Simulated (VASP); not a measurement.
Cu:

```
Cu
1.0
     4.21994    0.00000    0.00000
    -2.10997    3.65458    0.00000
     0.00000    0.00000    2.58701
Cu
3
Direct
  0.00000 0.00000 0.00000
  0.33333 0.66667 0.50000
  0.66667 0.33333 0.50000
```

This isn't the form of Cu at room conditions, which is fcc.

| Item | Value |
| --- | --- |
| Program | VASP 6.6.1 |
| Task | relaxation of cell and atoms |
| Functional | PBE |
| Potentials or basis | VASP PAW PBE potentials, release 64 (Cu) |
| Cutoff | 600 eV |
| k mesh | 6 × 6 × 6 |
| Occupations | gaussian, width 0.1 eV |
| Spin | no spin polarisation |

At the start: pressure -8.7 GPa; volume 13.30 Å³/atom.

Problem. How do energy, volume and symmetry change on relaxing?

Solution. Over 5 steps the energy falls by 38.0 meV/atom and the volume is 12.21 Å³/atom (-8.2 %); space group P6/mmm (No. 191, to 0.1 Å) before and after.

The path:
```tsv
step	energy change (eV)	largest force (eV/Å)	pressure (GPa)	volume (Å³)
1	0.0000	0.0000	-8.68	39.90
2	-0.1005	0.0000	3.28	35.87
3	-0.1065	0.0000	0.56	36.57
4	-0.1134	0.0000	0.41	36.61
5	-0.1141	0.0000	0.46	36.63
```

Final structure:
```
Cu
1.0
     4.15593    0.00000    0.00000
    -2.07796    3.59914    0.00000
     0.00000    0.00000    2.44883
Cu
3
Direct
  0.00000 0.00000 0.00000
  0.33333 0.66667 0.50000
  0.66667 0.33333 0.50000
```

Caveat: the k points lie up to 0.43 Å⁻¹ apart in the final cell, too coarse for converged energies and pressures of a metal.
